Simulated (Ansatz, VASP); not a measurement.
HgTe: VASP beside Ansatz

File POSCAR:

```
HgTe
1.0
    0.0000000000      3.0434522822      3.0434522822
    3.0434522822      0.0000000000      3.0434522822
    3.0434522822      3.0434522822      0.0000000000
Hg Te
1 1
Direct
    0.0000000000      0.0000000000      0.0000000000
    0.5000000000      0.5000000000      0.5000000000
```

File INCAR.step1:

```
SYSTEM = HgTe
PREC = Accurate
ENCUT = 520
EDIFF = 1E-5
ISMEAR = -1
SIGMA = 0.02
LREAL = .FALSE.
LASPH = .TRUE.
NELM = 60
ALGO = Normal
ISIF = 2
LWAVE = .TRUE.
LCHARG = .FALSE.
GGA = PE
NBANDS = 16
```

The input INCAR.step2:

```
SYSTEM = HgTe
PREC = Accurate
ENCUT = 520
EDIFF = 1E-6
ISMEAR = -1
SIGMA = 0.02
LREAL = .FALSE.
LASPH = .TRUE.
NELM = 60
ALGO = Normal
ISIF = 2
LWAVE = .FALSE.
LCHARG = .FALSE.
GGA = PE
LHFCALC = .TRUE.
AEXX = 0.1
HFSCREEN = 0.1
PRECFOCK = Normal
ISTART = 1
NBANDS = 16
```

Contents of KPOINTS:

```
Automatic mesh
0
G
  4 4 4
  0 0 0
```

Input for Ansatz:

```yaml
crystal:
  lattice:
    - [0.0, 3.0434522822, 3.0434522822]
    - [3.0434522822, 0.0, 3.0434522822]
    - [3.0434522822, 3.0434522822, 0.0]
  atoms:
    - { symbol: Hg, position: [0.0, 0.0, 0.0] }
    - { symbol: Te, position: [0.5, 0.5, 0.5] }
kpoints:
  mp_grid: { grid: [4, 4, 4] }
hamiltonian:
  xc: { exchange: pbe, correlation: pbe, exx: { coeff: 0.1, omega: 0.1 } }
scf:
  occupations: { method: fermi_dirac, width: 0.02 }
  n_extra_bands: 4
output:
  forces: true
  stress: true
  eigenvalues: true
```

Alike in both runs: task single point; functional PBE-based screened hybrid; k mesh 4 × 4 × 4; occupations fermi-dirac, width 0.02 eV; no spin polarisation.

|  | VASP | Ansatz |
| --- | --- | --- |
| version | VASP 6.6.1 | Ansatz 0.2.0 |
| potentials or method | VASP PAW PBE potentials, release 64 (Hg, Te) | plane waves |
| plane-wave cutoff (eV) | 520 | 420 |
| valence electrons in the cell | 18 | 36 |

|  | VASP | Ansatz | Ansatz less VASP |
| --- | --- | --- | --- |
| pressure (GPa) | 2.0 | 1.9 | -0.02 |

VASP's potentials were made for PBE, not for PBE-based screened hybrid. VASP's potentials hold 18 valence electrons a cell and Ansatz's 36, so a difference there can come from the potentials and not from the codes. Ansatz's warnings: filled band counts differ across k points, stress exchange threshold loose, stress scf threshold loose.

The k mesh is coarse, so the values compare programs but aren't converged. Neither program's run includes spin-orbit coupling.
